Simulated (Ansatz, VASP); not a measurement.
ZnSiP2: VASP beside Ansatz

```xyz
8
Lattice="-2.7624 2.7624 5.3730 2.7624 -2.7624 5.3730 2.7624 2.7624 -5.3730" Properties=species:S:1:pos:R:3 pbc="T T T"
Zn    0.0000    0.0000    0.0000
Zn    0.0000    2.7624    2.6865
P     1.4768    1.3812    1.3433
P     1.3812   -1.2856    4.0298
P     1.2856    1.3812    6.7163
P    -1.3812    1.2856    4.0298
Si    0.0000    0.0000    5.3730
Si    2.7624    0.0000    2.6865
```

Alike in both runs: task single point; functional PBE; k mesh 6 × 6 × 6; no spin polarisation.

|  | VASP | Ansatz |
| --- | --- | --- |
| version | VASP 6.6.1 | Ansatz 0.2.0 |
| potentials or method | VASP PAW PBE potentials, release 64 (Zn, P, Si) | plane waves, PAW |
| plane-wave cutoff (eV) | 500 | 420 |
| occupations | gaussian, width 0.01 eV | fixed |
| valence electrons in the cell | 52 | 52 |

|  | VASP | Ansatz | Ansatz less VASP |
| --- | --- | --- | --- |
| gap on the k mesh at the Fermi level (eV) | 1.47 | 1.47 | -0.003 |
| pressure (GPa) | -4.4 | -4.4 | 0.00 |
| rms of the force components (eV/Å) | 0.055 | 0.045 | -0.0103 |
